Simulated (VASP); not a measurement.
PbF2, 3 atoms in the cell. Symmetry: Fm-3m, No. 225, cubic system. Conventional cell: a = 5.921 Å, b = 5.921 Å, c = 5.921 Å, α = 90.00°, β = 90.00°, γ = 90.00°. Within 3.4 Å of Pb (site symmetry m-3m) lie 8 F at 2.56 Å. Within 3.4 Å of F (site symmetry -43m) lie 4 Pb at 2.56 Å and 6 F at 2.96 Å. 

```yaml
Program: VASP 6.6.1
Task: single point
Functional: HSE06
Potentials_or_basis: VASP PAW PBE potentials, release 64 (Pb_d, F)
Cutoff: 520 eV
k_mesh: 6 × 6 × 6
Occupations: gaussian, width 0.01 eV
Spin: no spin polarisation
Dipole_correction: no
Grid_for_exact_exchange_PRECFOCK: Normal
Further_INCAR_settings: ALGO = Normal; EDIFF = 1e-06; NBANDS = 21
Screening_parameter: 0.2079 1/Å
```

Potentials or basis: VASP PAW PBE potentials, release 64 (Pb_d, F).

Launch:

```sh
$ cat potpaw_PBE.64/Pb_d/POTCAR potpaw_PBE.64/F/POTCAR > POTCAR
$ cp INCAR.step1 INCAR
$ mpirun -np 4 vasp_std > vasp.out
$ cp INCAR.step2 INCAR
$ mpirun -np 4 vasp_std > vasp.out
```

Hardware: 4 MPI ranks on AMD EPYC 7R43 64-Core Processor (Zen 3), with other jobs on the host.

**Question.** How long does it take, and how much memory?

**Answer.** It took 32 min on 4 MPI ranks on AMD EPYC 7R43 64-Core Processor (Zen 3), with other jobs on the host, peak memory 0.27 GiB a rank. Counts: k points 16.
